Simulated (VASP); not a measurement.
Runs of VASP 6.6.1 on Nb. The structure is that of space group Pm-3m (No. 221), or close to it. The cells are those of the table. 

```csv
cell,gap on the mesh (eV),pressure (GPa)
"a = 2.382 Å, 1 atom",none,102.3
"a = 2.130 Å, 1 atom",none,(b)
"a = 2.683 Å, 1 atom",none,-0.1
"a = 2.263 Å, 1 atom",none,(a)
"a = 2.491 Å, 1 atom",none,48.8
```

Alike in all rows: task single point; level PBEsol; potentials or basis VASP PAW PBE potentials, release 64 (Nb_sv); no spin polarisation; k mesh 14 × 14 × 14; cutoff (eV) 520; smearing fermi-dirac 0.1 eV.

Fill in the values left out.

(a) 199.3; (b) 391.8.

Caveats: the PAW data sets were made with another functional, which shifts forces and pressure a little.

A k mesh can miss the band edges, and the runs leave out spin-orbit coupling on Nb.

A gap of «none» marks levels without a gap at the run's occupations.
